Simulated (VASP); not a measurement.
Here is a VASP 6.6.1 calculation.

File INCAR:

```
ALGO = Normal
EDIFF = 1E-6
ENCUT = 500
GGA = PE
GGA_COMPAT = False
ISIF = 2
ISMEAR = 0
LASPH = True
LCHARG = True
LELF = True
LREAL = False
LVHAR = True
LWAVE = False
NBANDS = 15
NELM = 120
PREC = Accurate
SIGMA = 0.01
```

The input KPOINTS:

```
k-points
0
Gamma
  6 6 6
```

The input POSCAR:

```
RbBr
1.0
    0.0000000000      3.5064334184      3.5064334184
    3.5064334184      0.0000000000      3.5064334184
    3.5064334184      3.5064334184      0.0000000000
Rb Br
1 1
Direct
    0.0000000000      0.0000000000      0.0000000000
    0.5000000000      0.5000000000      0.5000000000
```

Potentials or basis: VASP PAW PBE potentials, release 64 (Rb_sv, Br).

Launch:

```sh
$ cat potpaw_PBE.64/Rb_sv/POTCAR potpaw_PBE.64/Br/POTCAR > POTCAR
$ mpirun -np 1 vasp_std > vasp.out
```

(1) Predict the pressure.

(2) Estimate the band gap on the k mesh.

## Answers

(1) 0.0 GPa.

(2) 4.19 eV.
